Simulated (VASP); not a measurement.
# Ta2Si: single point with PBEsol

The system is Ta2Si.

```
CELL_PARAMETERS angstrom
0.00000 2.92363 2.92363
2.92363 0.00000 2.92363
2.92363 2.92363 0.00000
ATOMIC_POSITIONS crystal
Ta 0.25000 0.25000 0.25000
Ta 0.75000 0.75000 0.75000
Si 0.00000 0.00000 0.00000
```

| Quantity | Value |
| --- | --- |
| Program | VASP 6.6.1 |
| Task | single point |
| Functional | PBEsol |
| Potentials or basis | VASP PAW PBE potentials, release 64 (Ta_pv, Si) |
| Cutoff | 520 eV |
| k mesh | 10 × 10 × 10 |
| Occupations | gaussian, width 0.05 eV |
| Spin | no spin polarisation |
| Dipole correction | no |
| Further INCAR settings | ALGO = Normal; EDIFF = 1e-06; NBANDS = 20 |

| Property | Result |
| --- | --- |
| Pressure | 15.5 GPa |
| Band gap on the k mesh | zero (band 13 reaches 9.72 eV, above the bottom of band 14 at 6.57 eV) |

Levels at points of the mesh, in eV from the Fermi level:
```csv
k point,band 9,band 10,band 11,band 12,band 13,band 14,band 15,band 16,band 17,band 18
"(0.00, 0.00, 0.00)",-4.98,-4.98,-3.27,-3.27,2.11,3.50,3.50,3.50,6.40,6.40
"(0.50, 0.00, 0.00)",-3.55,-3.55,-1.13,-1.13,-0.07,-0.05,0.42,0.42,0.73,0.73
"(0.50, 0.50, 0.00)",-3.04,-2.82,-2.13,-2.13,-2.08,0.98,0.98,1.71,1.71,4.34
```

It took 21 s on 1 thread of Intel(R) Xeon(R) 6975P-C (Granite Rapids), with other jobs on the host, peak memory 0.2 GiB.

Caveat: the PAW data sets were made with another functional, which shifts forces and pressure a little; spin-orbit coupling is left out, which moves the levels of the heavy elements.
